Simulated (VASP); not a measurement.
Here is a VASP 6.6.1 calculation.

Contents of INCAR:

```
ALGO = Normal
EDIFF = 1E-8
ENCUT = 520
GGA = CA
ISIF = 2
ISMEAR = -1
LASPH = True
LCHARG = False
LEFG = True
LREAL = False
LWAVE = False
NBANDS = 15
NELM = 100
PREC = Accurate
SIGMA = 0.08
```

KPOINTS

```
k-points
0
Gamma
  12 12 12
```

POSCAR

```
Al2Pt
1.0
    0.0000000000      2.9550000000      2.9845500000
    2.9550000000      0.0000000000      2.9845500000
    2.9550000000      2.9550000000      0.0000000000
Al Pt
2 1
Direct
    0.2500000000      0.2500000000      0.2500000000
    0.7500000000      0.7500000000      0.7500000000
    0.0000000000      0.0000000000      0.0000000000
```

Potentials or basis: VASP PAW LDA potentials, release 64 (Al, Pt).

Run with:

```bash
$ cat potpaw_LDA.64/Al/POTCAR potpaw_LDA.64/Pt/POTCAR > POTCAR
$ mpirun -np 1 vasp_std > vasp.out
```

Problem. What does it give for the pressure?

Solution. -4.9 GPa.

Problem. Predict the band gap on the k mesh.

Solution. Zero (bands 8 and 9 overlap by 5.32 eV).

Stress tensor (GPa, compression positive):
```
-4.64  0.00  0.00
 0.00 -4.64  0.00
 0.00  0.00 -5.30
```

Caveat: the cell differs from its parent crystal (zz strain of +1 %); the cell stands under tension; without QUAD_EFG the Cq values of the log hold for a quadrupole moment of 1 mb, not for the nuclei; spin-orbit coupling is left out, which moves the levels of the heavy elements.
